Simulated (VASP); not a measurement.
TlBr, 2 atoms in the cell. The structure is cubic, space group Pm-3m (No. 221). The conventional cell has a = 3.995 Å, b = 3.995 Å, c = 3.995 Å, α = 90.00°, β = 90.00°, γ = 90.00°. Within 4.5 Å of Tl (site symmetry m-3m) lie 8 Br at 3.46 Å and 6 Tl at 3.99 Å. Within 4.5 Å of Br (site symmetry m-3m) lie 8 Tl at 3.46 Å and 6 Br at 3.99 Å. 

| Property | Result |
| --- | --- |
| Program | VASP 6.6.1 |
| Task | single point |
| Functional | r2SCAN |
| Potentials or basis | VASP PAW PBE potentials, release 64 (Tl_d, Br) |
| Cutoff | 550 eV |
| k mesh | 4 × 4 × 4 |
| Occupations | gaussian, width 0.01 eV |
| Spin | no spin polarisation |
| Dipole correction | no |
| Further INCAR settings | ALGO = Normal; EDIFF = 1e-06; NBANDS = 17 |

Potentials or basis: VASP PAW PBE potentials, release 64 (Tl_d, Br).

Command:

```sh
$ cat potpaw_PBE.64/Tl_d/POTCAR potpaw_PBE.64/Br/POTCAR > POTCAR
$ cp INCAR.step1 INCAR
$ mpirun -np 1 vasp_std > vasp.out
$ cp INCAR.step2 INCAR
$ mpirun -np 1 vasp_std > vasp.out
```

Hardware: 1 thread of Intel Xeon 8259CL, on a shared host.

**Question.** Estimate the wall time of this run.

**Answer.** Run time: 79 s on 1 thread of Intel Xeon 8259CL, on a shared host, peak memory 0.19 GiB. Counts: k points 10.
